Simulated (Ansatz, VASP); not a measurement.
One calculation of Li2O, two programs

```xyz
3
Lattice="0.0000 2.3355 2.3355 2.3355 0.0000 2.3355 2.3355 2.3355 0.0000" Properties=species:S:1:pos:R:3 pbc="T T T"
O     0.0000    0.0000    0.0000
Li    1.1677    1.1677    1.1677
Li    3.5032    3.5032    3.5032
```

Alike in both runs: task single point; functional PBE; k mesh 8 × 8 × 8; no spin polarisation.

```csv
,VASP,Ansatz
version,VASP 6.6.1,Ansatz 0.2.0
potentials or method,"VASP PAW PBE potentials, release 64 (O, Li_sv)","plane waves, PAW"
plane-wave cutoff (eV),750,420
occupations,"gaussian, width 0.01 eV",fixed
valence electrons in the cell,12,12
```

VASP gave:

| Property | Result |
| --- | --- |
| gap on the k mesh at the Fermi level (eV) | 4.91 |
| pressure (GPa) | -2.5 |

Q: Estimate Ansatz's values.

A: gap on the k mesh at the Fermi level (eV): 4.93; pressure (GPa): -2.2.
